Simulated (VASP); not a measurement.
# Si (Cmcm) in VASP: a series of runs

Si is run at these levels: LDA; tasks: single point.

All numbers are computed with VASP 6.6.1; they aren't measurements. Logs are shortened: lines on timing, memory, paths and dates and some standing lists are left out, and cuts for length are marked.

## Step 1: The cell of the first run

It takes space group Cmcm (No. 63, orthorhombic). Conventional cell: a = 3.716 Å, b = 6.835 Å, c = 6.333 Å, α = 90.00°, β = 90.00°, γ = 90.00°. Within 3.1 Å of Si (site symmetry m) lie 4 Si at 2.32 to 2.41 Å.

## Step 2: Single point, LDA (strain -0.0300 x Voigt [1, -1, 0, 0, 0, 0])

Input file INCAR:

```
ALGO = Normal
EDIFF = 1E-6
ENCUT = 520
GGA = CA
ISIF = 2
ISMEAR = 0
LASPH = T
LCHARG = F
LREAL = F
LWAVE = F
NBANDS = 16
NELM = 80
PREC = Accurate
SIGMA = 0.03
```

Input file KPOINTS:

```
k-points
0
Gamma
  12 12 6
```

Input file POSCAR:

```
Si
1.0
    3.7163779367      0.0000000000      0.0000000000
   -1.8581889684      3.4175587983      0.0000000000
    0.0000000000      0.0000000000      6.3326220002
Si
4
Direct
    0.3333333333      0.6666666667      0.0630095000
    0.6666666667      0.3333333333      0.5630095000
    0.3333333333      0.6666666667      0.4369905000
    0.6666666667      0.3333333333      0.9369905000
```

Potentials or basis: VASP PAW LDA potentials, release 64 (Si).

The run is started by

```
> cat potpaw_LDA.64/Si/POTCAR > POTCAR
> mpirun -np 1 vasp_std > vasp.out
```

OUTCAR:

```text
EDIFF = 1E-6
   ENCUT = 520
   GGA = CA
   ISIF = 2
   ISMEAR = 0
   LASPH = T
   LREAL = F
   NELM = 80
   PREC = Accurate

 ion  position               nearest neighbor table
   1  0.333  0.667  0.063-   4 2.32   4 2.32   3 2.37   4 2.41
   2  0.667  0.333  0.563-   3 2.32   3 2.32   4 2.37   3 2.41
   3  0.333  0.667  0.437-   2 2.32   2 2.32   1 2.37   2 2.41
   4  0.667  0.333  0.937-   1 2.32   1 2.32   2 2.37   1 2.41

  LATTYP: Found a base centered orthorhombic cell.
 ALAT       =     3.7163779367
 B/A-ratio  =     1.8391879709
 C/A-ratio  =     1.7039768581

  Lattice vectors:

 A1 = (   1.8581889684,  -3.4175587983,   0.0000000000)
 A2 = (   1.8581889683,   3.4175587983,   0.0000000000)
 A3 = (   0.0000000000,   0.0000000000,   6.3326220002)

Analysis of symmetry for initial positions (statically):
=====================================================================
 Subroutine PRICEL returns:
 Original cell was already a primitive cell.

 Routine SETGRP: Setting up the symmetry group for a
 base centered orthorhombic supercell.

 Subroutine GETGRP returns: Found  8 space group operations
 (whereof  4 operations were pure point group operations)
 out of a pool of  8 trial point group operations.

The static configuration has the point symmetry C_2h.
 The point group associated with its full space group is D_2h.

Analysis of symmetry for dynamics (positions and initial velocities):
=====================================================================
 Subroutine PRICEL returns:
 Original cell was already a primitive cell.

 Routine SETGRP: Setting up the symmetry group for a
 base centered orthorhombic supercell.

 Subroutine GETGRP returns: Found  8 space group operations
 (whereof  4 operations were pure point group operations)
 out of a pool of  8 trial point group operations.

The dynamic configuration has the point symmetry C_2h.
 The point group associated with its full space group is D_2h.

 Subroutine INISYM returns: Found  8 space group operations
 (whereof  4 operations are pure point group operations),
 and found     1 'primitive' translations

----------------------------------------------------------------------------------------

                                     Primitive cell

  volume of cell :      80.4303

  direct lattice vectors                    reciprocal lattice vectors
[... 86 lines left out ...]
   LNONCOLLINEAR =      F non collinear calculations
   LSORBIT =      F    spin-orbit coupling
   LASPH  =      T    aspherical Exc in radial PAW
   ENCUT  =  520.0 eV  38.22 Ry    6.18 a.u.   6.91  7.23 11.77*2*pi/ulx,y,z
   NELM   =     80;   NELMIN=  2; NELMDL= -5     # of ELM steps
   EDIFF  = 0.1E-05   stopping-criterion for ELM
   LREAL  =      F    real-space projection
   EDIFFG = 0.1E-04   stopping-criterion for IOM
   NSW    =      0    number of steps for IOM
   IBRION =     -1    ionic relax: 0-MD 1-quasi-New 2-CG
   NFREE  =      0    steps in history (QN), initial steepest desc. (CG)
   ISIF   =      2    stress and relaxation
   ISYM   =      2    0-nonsym 1-usesym 2-fastsym
   POTIM  = 0.5000    time-step for ionic-motion
   TEBEG  =    0.0;   TEEND  =   0.0 temperature during run
   PSTRESS=    0.0 pullay stress
   NELECT =      16.0000    total number of electrons
   NUPDOWN=      -1.0000    fix difference up-down
   EMIN   =  10.00;   EMAX   =-10.00  energy-range for DOS
   EFERMI =   0.00;   METHOD = LEGACY
   ISMEAR =     0;   SIGMA  =   0.03  broadening in eV -4-tet -1-fermi 0-gaus
   EFERMI_NEDOS =   21; number of points for ismear=-14 and -15
   IALGO  =     38    algorithm
   IMIX   =      4    mixing-type and parameters
     AMIX     =   0.40;   BMIX     =  1.00
     AMIX_MAG =   1.60;   BMIX_MAG =  1.00
  volume/ion in A,a.u.               =      20.11       135.69
  Fermi-wavevector in a.u.,A,eV,Ry     =   0.955671  1.805956 12.426293  0.913307
  Thomas-Fermi vector in A             =   2.084530
   LORBIT       =      0    0 simple, 1 ext, 2 COOP (PROOUT), +10 PAW based schemes
   GGA     = CA    functional components
   LHFCALC =     F    Hartree Fock is set to
   AEXX    =    0.0000 exact exchange contribution
   IVDW    =     0    specifies the selected vdW correction
   LEPSILON=     F    determine dielectric tensor
   LRPA    =     F    only Hartree local field effects (RPA)
 non-spin polarized calculation
 Gauss-broadening in eV      SIGMA  =   0.03
  energy-cutoff  :      520.00
  volume of cell :       80.43
 maximum number of plane-waves:      2192
   NGX = 13   NGY = 15   NGZ = 23

 number of electron      16.0000000 magnetization

 Free energy of the ion-electron system (eV)
  ---------------------------------------------------
  ext. energy  EPLUGINS =         0.00000000
  ---------------------------------------------------
  free energy    TOTEN  =       -23.71379029 eV

  energy without entropy =      -23.71373920  energy(sigma->0) =      -23.71376474

 E-fermi :   6.0977     XC(G=0):  -9.5860

 val. band max:        5.9952384421   @ k =   0.0000   0.0833   0.0000
 cond. band min:       6.1024994319   @ k =   0.5000   0.0000   0.0000
 fundamental gap:      0.1072609898
 Fermi energy:         6.0976519522

 k-point     1 :       0.0000    0.0000    0.0000
  band No.  band energies     occupation
      1      -6.2218      2.00000
      2      -3.9344      2.00000
      3      -1.2675      2.00000
      4       4.3006      2.00000
      5       4.6303      2.00000
      6       5.6262      2.00000
[... 433 lines left out ...]
      3      -1.2507      2.00000
      4      -0.1046      2.00000
      5       1.2151      2.00000
      6       2.0550      2.00000
[... 8 lines left out ...]
     15      12.1676      0.00000
     16      13.0673      0.00000

 [... further k-points ...]
[... 5 lines left out ...]
  --------------------------------------------------------------------------------------
  -------------------------------------------------------------------------------------
  Total        1.6989204     -3.3535474     -0.9512225      0.0000000     -0.0000000      0.0000000
  in kB       33.8426366    -66.8029437    -18.9484317      0.0000000     -0.0000000      0.0000000
  external PRESSURE =     -17.3029130 kB  Pullay stress =       0.0000000 kB

 VOLUME and BASIS-vectors are now :
 -----------------------------------------------------------------------------
  energy-cutoff  :      520.00
  volume of cell :       80.43
      direct lattice vectors                 reciprocal lattice vectors
     3.716377937  0.000000000  0.000000000     0.269079199  0.146303262  0.000000000
    -1.858188968  3.417558798  0.000000000     0.000000000  0.292606524  0.000000000
     0.000000000  0.000000000  6.332622000     0.000000000  0.000000000  0.157912473

 POSITION                                       TOTAL-FORCE (eV/Angst)
 -----------------------------------------------------------------------------------
     -0.00000      2.27837      0.39902        -0.000000      0.407492      0.015052
      1.85819      1.13919      3.56533         0.000000     -0.407492      0.015052
     -0.00000      2.27837      2.76730        -0.000000      0.407492     -0.015052
      1.85819      1.13919      5.93361         0.000000     -0.407492     -0.015052
 -----------------------------------------------------------------------------------
    total drift:                               -0.000000      0.000000     -0.000000

  FREE ENERGIE OF THE ION-ELECTRON SYSTEM (eV)
  ---------------------------------------------------
  free  energy   TOTEN  =       -23.7137902885 eV

  energy  without entropy=      -23.7137391973  energy(sigma->0) =      -23.71376474
```

OSZICAR:

```text
N       E                     dE             d eps       ncg     rms          rms(c)
DAV:   1     0.253993939425E+02    0.25399E+02   -0.59794E+03  5504   0.821E+02
DAV:   2    -0.222556265370E+02   -0.47655E+02   -0.43115E+02  7480   0.122E+02
DAV:   3    -0.242228250955E+02   -0.19672E+01   -0.19520E+01  7560   0.234E+01
DAV:   4    -0.242471725428E+02   -0.24347E-01   -0.24342E-01  6912   0.336E+00
DAV:   5    -0.242476234738E+02   -0.45093E-03   -0.45088E-03  7648   0.433E-01    0.706E+00
DAV:   6    -0.238784335172E+02    0.36919E+00   -0.15187E-01  6344   0.185E+00    0.421E+00
DAV:   7    -0.237138686082E+02    0.16456E+00   -0.28899E-01  6720   0.256E+00    0.323E-01
DAV:   8    -0.237137697053E+02    0.98903E-04   -0.25066E-02  6584   0.876E-01    0.168E-01
DAV:   9    -0.237138091579E+02   -0.39453E-04   -0.10199E-03  7376   0.187E-01    0.930E-02
DAV:  10    -0.237137899128E+02    0.19245E-04   -0.21742E-04  6840   0.779E-02    0.211E-02
DAV:  11    -0.237137905931E+02   -0.68031E-06   -0.14517E-05  7272   0.214E-02    0.187E-02
DAV:  12    -0.237137902885E+02    0.30460E-06   -0.75098E-07  4560   0.532E-03
   1 F= -.23713790E+02 E0= -.23713765E+02  d E =-.510912E-04
```

stdout:

```text
POSCAR found type information on POSCAR Si
 POSCAR found :  1 types and       4 ions
 scaLAPACK will be used
 LDA part: xc-table for (Slater(with rela. corr.)+CA(PZ))
 , standard interpolation
 POSCAR, INCAR and KPOINTS ok, starting setup
 FFT: planning ... GRIDC
 FFT: planning ... GRID_SOFT
 FFT: planning ... GRID
 WAVECAR not read
 entering main loop
```

Run time: 1.8 min. Hardware: 1 thread of Intel Xeon Platinum 8375C at 2.90GHz (Ice Lake), shared host; peak memory 0.27 GiB.

Results:

- Free energy: -23.7138 eV
- Pressure: -1.7 GPa
- Largest force: 0.408 eV/Å
- Band gap on the k mesh: zero (bands 8 and 9 overlap by 0.01 eV)

Forces on the atoms (eV/Å):
```
Si   0.000  0.407  0.015
Si   0.000 -0.407  0.015
Si   0.000  0.407 -0.015
Si   0.000 -0.407 -0.015
```

Stress tensor (GPa, compression positive):
```
 3.38  0.00  0.00
 0.00 -6.68  0.00
 0.00  0.00 -1.89
```

Levels at points of the mesh, in eV from the Fermi level:
| k point | band 6 | band 7 | band 8 | band 9 | band 10 | band 11 |
| --- | --- | --- | --- | --- | --- | --- |
| (0.00, 0.00, 0.00) | -0.47 | -0.24 | 0.02 | 0.58 | 1.79 | 2.14 |
| (0.50, 0.00, 0.00) | -3.40 | -3.08 | -1.71 | 0.00 | 1.90 | 2.73 |
| (0.00, 0.50, 0.00) | -3.14 | -2.79 | -1.20 | 0.62 | 2.64 | 2.83 |
| (0.00, 0.00, 0.50) | -1.19 | -0.89 | -0.89 | 1.41 | 1.41 | 2.69 |
| (0.50, 0.00, 0.50) | -2.74 | -2.51 | -2.51 | 0.52 | 0.52 | 1.48 |
| (0.00, 0.50, 0.50) | -2.66 | -2.17 | -2.17 | 0.96 | 0.96 | 1.57 |

Caveat: the cell differs from its parent crystal (strain -0.0300 x Voigt [1, -1, 0, 0, 0, 0]); semilocal functionals underestimate gaps, so a narrow gap can read as zero.

## Step 3: Single point, LDA (strain +0.0350 x Voigt [1, -1, 0, 0, 0, 0])

Input file INCAR:

```
PREC = Accurate
ENCUT = 520
EDIFF = 1E-6
ISMEAR = 0
SIGMA = 0.03
LREAL = False
LASPH = True
NELM = 60
ALGO = Normal
ISIF = 2
LWAVE = False
LCHARG = False
NBANDS = 16
```

Input file KPOINTS:

```
regular mesh
0
Gamma
  12 12 6
```

Changes to POSCAR since step 2:

```diff
@@ -2,4 +2,4 @@
 1.0
-    3.7163779367      0.0000000000      0.0000000000
-   -1.8581889684      3.4175587983      0.0000000000
+    3.9654135716      0.0000000000      0.0000000000
+   -1.9827067858      3.2018876120      0.0000000000
     0.0000000000      0.0000000000      6.3326220002
```

Potentials or basis: VASP PAW LDA potentials, release 64 (Si).

The run is started by

```
> cat potpaw_LDA.64/Si/POTCAR > POTCAR
> mpirun -np 1 vasp_std > vasp.out
```

Run time: 2.2 min. Hardware: 1 thread of Intel Xeon Platinum 8375C at 2.90GHz (Ice Lake), shared host; peak memory 0.26 GiB.

Results (log left out):

* Free energy: -23.6846 eV
* Pressure: -1.6 GPa
* Largest force: 0.609 eV/Å
* Band gap on the k mesh: zero (bands 8 and 9 overlap by 0.23 eV)

Forces on the atoms (eV/Å):
```
Si   0.000 -0.608  0.032
Si   0.000  0.608  0.032
Si   0.000 -0.608 -0.032
Si   0.000  0.608 -0.032
```

Stress tensor (GPa, compression positive):
```
-7.51  0.00  0.00
 0.00  4.55  0.00
 0.00  0.00 -1.87
```

Levels at points of the mesh, in eV from the Fermi level:
```tsv
k point	band 6	band 7	band 8	band 9	band 10	band 11
(0.00, 0.00, 0.00)	-0.30	-0.04	0.15	0.79	1.67	2.30
(0.50, 0.00, 0.00)	-3.04	-2.70	-1.18	0.61	2.60	2.97
(0.00, 0.50, 0.00)	-3.41	-2.99	-1.76	-0.08	1.75	2.73
(0.00, 0.00, 0.50)	-0.99	-0.76	-0.76	1.61	1.61	2.62
(0.50, 0.00, 0.50)	-2.49	-2.12	-2.12	1.04	1.04	1.67
(0.00, 0.50, 0.50)	-2.77	-2.34	-2.34	0.45	0.45	1.66
```

Caveat: the cell differs from its parent crystal (strain +0.0350 x Voigt [1, -1, 0, 0, 0, 0]); semilocal functionals underestimate gaps, so a narrow gap can read as zero.
